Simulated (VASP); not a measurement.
The system is CuI.

```
CELL_PARAMETERS angstrom
4.05511 0.00000 0.00000
0.00000 3.94035 0.00000
0.00000 0.00000 6.34568
ATOMIC_POSITIONS crystal
Cu 0.50000 0.50000 0.99463
Cu 0.00000 0.00000 0.00537
I 0.50000 0.00000 0.27052
I 0.00000 0.50000 0.72948
```

This cell differs from its parent crystal: uniaxial y strain -2.8%.

Base run:

* Program: VASP 6.6.1
* Functional: PBE
* Potentials or basis: VASP PAW PBE potentials, release 64 (Cu, I)
* Cutoff: 520 eV
* k mesh: 6 × 6 × 4
* Occupations: fermi-dirac, width 0.02 eV
* Spin: no spin polarisation

Its results: band gap on the k mesh 1.54 eV; pressure 3.1 GPa; largest force 0.172 eV/Å.

**Question.** The run is repeated on the same cell with these changes: functional from PBE to r2SCAN; occupations from fermi-dirac, width 0.02 eV to gaussian, width 0.01 eV. What comes out?

**Answer.** Band gap on the k mesh 2.03 eV; pressure 1.9 GPa; largest force 0.008 eV/Å.

Caveats: spin-orbit coupling is left out, which moves the levels of the heavy elements; the cell stands under pressure (at least some runs); this functional lacks dispersion, which binds layers or chains, so the pressure and a relaxed spacing across them are unreliable (at least some runs); the PAW data sets were made with another functional, which shifts forces and pressure a little (at least some runs).

A k mesh can miss the band edges.
